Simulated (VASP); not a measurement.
HfN, 2 atoms in the cell. The structure is trigonal, space group R-3m (No. 166). Conventional cell: a = 3.211 Å, b = 3.211 Å, c = 7.747 Å, α = 90.00°, β = 90.00°, γ = 120.00°. Hf (site symmetry -3m) has 6 N at 2.26 Å within 3.0 Å. Within 3.0 Å of N (site symmetry -3m) lie 6 Hf at 2.26 Å.  This cell differs from its parent crystal: equal xy, yz and zx shear strains of -1 %.

| Property | Result |
| --- | --- |
| Program | VASP 6.6.1 |
| Task | single point |
| Functional | PBEsol |
| Potentials or basis | VASP PAW PBE potentials, release 64 (Hf_pv, N) |
| Cutoff | 520 eV |
| k mesh | 10 × 10 × 10 |
| Occupations | fermi-dirac, width 0.01 eV |
| Spin | no spin polarisation |
| Dipole correction | no |
| Further INCAR settings | ALGO = Normal; EDIFF = 1e-07; NBANDS = 14 |

Potentials or basis: VASP PAW PBE potentials, release 64 (Hf_pv, N).

Launch:

```sh
$ cat potpaw_PBE.64/Hf_pv/POTCAR potpaw_PBE.64/N/POTCAR > POTCAR
$ mpirun -np 1 vasp_std > vasp.out
```

Hardware: 1 thread of Intel(R) Xeon(R) 6975P-C (Granite Rapids), with other jobs on the host.

Estimate the wall time of this run.

It took 11 s on 1 thread of Intel(R) Xeon(R) 6975P-C (Granite Rapids), on a shared host, peak memory 0.16 GiB. Counts: scf iterations 14, k points 116.
